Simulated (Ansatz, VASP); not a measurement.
**Two plane-wave programs on BeS**

The input INCAR:

```
SYSTEM = BeS
ALGO = Normal
EDIFF = 1E-6
ENCUT = 600
GGA = PS
GGA_COMPAT = .FALSE.
ISIF = 2
ISMEAR = 0
LASPH = .TRUE.
LCHARG = .TRUE.
LELF = .TRUE.
LREAL = .FALSE.
LVHAR = .TRUE.
LWAVE = .FALSE.
NBANDS = 11
NELM = 120
PREC = Accurate
SIGMA = 0.01
```

Contents of KPOINTS:

```
k-points
0
G
  9 9 9
  0 0 0
```

File POSCAR:

```
BeS
1.0
    0.0000000000      2.4250000000      2.4250000000
    2.4250000000      0.0000000000      2.4250000000
    2.4250000000      2.4250000000      0.0000000000
S Be
1 1
Direct
    0.2500000000      0.2500000000      0.2500000000
    0.0000000000      0.0000000000      0.0000000000
```

File input.yaml:

```yaml
crystal:
  lattice: { a: 4.85, b: 4.85, c: 4.85, alpha: 90.0, beta: 90.0, gamma: 90.0 }
  space_group: 216
  reduce_to_primitive: true
  atoms:
    - { symbol: S, wyckoff: "4c", position: [0.25, 0.25, 0.25] }
    - { symbol: Be, wyckoff: "4a", position: [0.0, 0.0, 0.0] }
hamiltonian:
  xc: pbesol
  pseudopotentials: { kind: paw, source: ansatz }
kpoints:
  mp_grid: { grid: [9, 9, 9] }
scf:
  occupations: { method: fixed }
output:
  forces: true
  stress: true
  eigenvalues: true
  bader: true
  populations: intrinsic
```

Alike in both runs: functional PBEsol; k mesh 9 × 9 × 9; no spin polarisation.

|  | VASP | Ansatz |
| --- | --- | --- |
| version | VASP 6.6.1 | Ansatz 0.2.0 |
| potentials or method | VASP PAW PBE potentials, release 64 (S, Be) | Ansatz PAW earlier set |
| plane-wave cutoff (eV) | 600 | 960 |
| occupations | gaussian, width 0.01 eV | fixed |
| valence electrons in the cell | 8 | 10 |
| task | single point | atomic charges |

Ansatz gave:

* gap on the k mesh at the Fermi level (eV): 3.02
* least direct gap on the mesh (eV): 5.59
* pressure (GPa): -0.7

Problem. What did VASP give for the same quantities?

Solution. gap on the k mesh at the Fermi level (eV): 3.03; least direct gap on the mesh (eV): 5.61; pressure (GPa): -0.5.

VASP's potentials were made for PBE, not for PBEsol. VASP's potentials hold 8 valence electrons a cell and Ansatz's 10, so a difference there can come from the potentials and not from the codes.

Noted on Ansatz's run: odd divisions of the mesh miss points on the zone boundary, where band edges often lie, so the gap on the mesh can be too wide.
